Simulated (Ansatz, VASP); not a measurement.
# GeSb3O2 in VASP and in Ansatz

```
Ge Sb O
1.0
     6.17157    0.00000    0.00000
    -3.08578    5.34473    0.00000
     0.00000    0.00000    5.23665
Ge Sb O
1 3 2
Direct
  0.00000 0.00000 0.00000
  0.50000 0.00000 0.50000
  0.00000 0.50000 0.50000
  0.50000 0.50000 0.50000
  0.00000 0.00000 0.36298
  0.00000 0.00000 0.63702
```

Alike in both runs: functional PBE; k mesh 6 × 6 × 4; occupations gaussian, width 0.1 eV; no spin polarisation.

Ansatz relaxed the structure, and its values are those at the end. VASP's run is a single point on that final structure, the one shown.

|  | VASP | Ansatz |
| --- | --- | --- |
| version | VASP 6.6.1 | Ansatz 0.2.0 |
| potentials or method | VASP PAW PBE potentials, release 64 (Ge_d, Sb_d_GW, O), cutoff 600 eV | scalar-relativistic, plane waves, PAW |
| valence electrons in the cell | 71 | 71 |

|  | VASP | Ansatz | Ansatz less VASP |
| --- | --- | --- | --- |
| gap on the k mesh at the Fermi level (eV) | none | none | - |
| pressure (GPa) | -0.3 | -0.2 | +0.02 |
| rms of the force components (eV/Å) | 0.053 | 0.001 | -0.0521 |

A gap of «none» marks a metal or a gap that the smearing closes. With one functional, cell and mesh, what is left measures potentials, basis and numerics.

Neither program's run includes spin-orbit coupling.
